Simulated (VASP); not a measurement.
Input of a VASP 6.6.1 run:

Contents of INCAR:

```
SYSTEM = CdS
  PREC = Accurate
  ENCUT = 600
  EDIFF = 1E-6
  ISMEAR = -1
  SIGMA = 0.08
  LREAL = .False.
  LASPH = .True.
  NELM = 80
  ALGO = Normal
  ISIF = 3
  LWAVE = .False.
  LCHARG = .False.
  GGA = PE
  IBRION = 2
  NSW = 60
  EDIFFG = -0.005
  PSTRESS = 62.0
```

File KPOINTS:

```
Automatic mesh
0
Gamma
  12 12 12
  0 0 0
```

File POSCAR:

```
CdS
1.0
    0.0000000000      2.8264054064      2.8264054064
    2.8264054064      0.0000000000      2.8264054064
    2.8264054064      2.8264054064      0.0000000000
Cd S
1 1
Direct
    0.0000000000      0.0000000000      0.0000000000
    0.2500000000      0.2500000000      0.2500000000
```

Potentials or basis: VASP PAW PBE potentials, release 64 (Cd, S).

Run with:

```bash
$ cat potpaw_PBE.64/Cd/POTCAR potpaw_PBE.64/S/POTCAR > POTCAR
$ mpirun -np 1 vasp_std > vasp.out
```

Task: What does it give for the band gap on the k mesh?

Result: 1.24 eV, direct.

Task: Predict the space group after relaxing (to 0.05 Å).

Result: F-43m (No. 216).

Task: Predict the relaxed cell.

Result: a = 4.069 Å, b = 4.069 Å, c = 4.069 Å, α = 60.00°, β = 60.00°, γ = 60.00°.

Final structure:
```xyz
2
Lattice="0.0000 2.8770 2.8770 2.8770 0.0000 2.8770 2.8770 2.8770 0.0000" Properties=species:S:1:pos:R:3 pbc="T T T"
Cd    2.8770    5.7539    2.8770
S     1.4385    1.4385    1.4385
```

Caveat: the cell is relaxed towards a set pressure, so the enthalpy falls and the energy may rise. PBE gaps usually lie below the measured ones, often by a third to a half.
